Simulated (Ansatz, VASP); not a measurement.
## Al2Pt: VASP beside Ansatz

File INCAR:

```
SYSTEM = Al2Pt
PREC     = Accurate       ! precision mode
ENCUT    = 500            ! plane-wave cutoff, eV
EDIFF    = 1E-7           ! SCF threshold, eV
ISMEAR   = 0              ! smearing method
SIGMA    = 0.1            ! smearing width, eV
LREAL    = .False.        ! projectors in reciprocal space
LASPH    = .True.         ! aspherical terms in the spheres
NELM     = 120            ! most SCF steps
ALGO     = Normal         ! electronic algorithm
ISIF     = 3              ! what is computed and relaxed
LWAVE    = .False.        ! write WAVECAR
LCHARG   = .False.        ! write CHGCAR
IBRION   = 2              ! ionic algorithm
NSW      = 70             ! ionic steps
EDIFFG   = -0.005         ! ionic threshold
GGA_COMPAT= .False.      
NELMIN   = 4
```

KPOINTS

```
Automatic mesh
0
Gamma
  12 12 12
  0 0 0
```

POSCAR

```
Al2Pt
1.0
    0.0000000000      2.9732040976      2.9732040976
    2.9732040976      0.0000000000      2.9732040976
    2.9732040976      2.9732040976      0.0000000000
Al Pt
2 1
Direct
    0.2500000000      0.2500000000      0.2500000000
    0.7500000000      0.7500000000      0.7500000000
    0.0000000000      0.0000000000      0.0000000000
```

Input for Ansatz:

```yaml
crystal:
  lattice:
    - [0.0, 2.9732040976, 2.9732040976]
    - [2.9732040976, 0.0, 2.9732040976]
    - [2.9732040976, 2.9732040976, 0.0]
  atoms:
    - { symbol: Al, position: [0.25, 0.25, 0.25] }
    - { symbol: Al, position: [0.75, 0.75, 0.75] }
    - { symbol: Pt, position: [0.0, 0.0, 0.0] }
basis:
  ecutwfc: 420
kpoints:
  mp_grid: { grid: [12, 12, 12] }
hamiltonian:
  xc: lda
scf:
  occupations: { method: gaussian, width: 0.1 }
output:
  forces: true
  stress: true
  eigenvalues: true
relax:
  adjacent_minimum: "off"
  f_tol: 0.005
  max_steps: 50
  cell: { stress_tol: 0.05 }
```

Alike in both runs: task relaxation of cell and atoms; functional LDA; k mesh 12 × 12 × 12; occupations gaussian, width 0.1 eV; no spin polarisation.

```csv
,VASP,Ansatz
version,VASP 6.6.1,Ansatz 0.2.0
potentials or method,"VASP PAW LDA potentials, release 64 (Al, Pt), cutoff 500 eV","scalar-relativistic, plane waves, PAW"
valence electrons in the cell,16,24
```

|  | VASP | Ansatz | Ansatz less VASP |
| --- | --- | --- | --- |
| gap on the k mesh at the Fermi level, each at its own relaxed structure (eV) | none | none | - |
| relaxed volume (Å³/atom) | 16.76 | 16.71 | -0.041 |
| relaxed cell length with the largest relative difference (Å) | 4.143 | 4.139 | -0.0034 |

LDA's correlation is that of Perdew and Zunger in VASP and of Perdew and Wang (1992) in Ansatz. A gap of «none» marks a metal or a gap that the smearing closes. VASP's potentials hold 16 valence electrons a cell and Ansatz's 24, so a difference there can come from the potentials and not from the codes.

Spin-orbit coupling is off throughout.
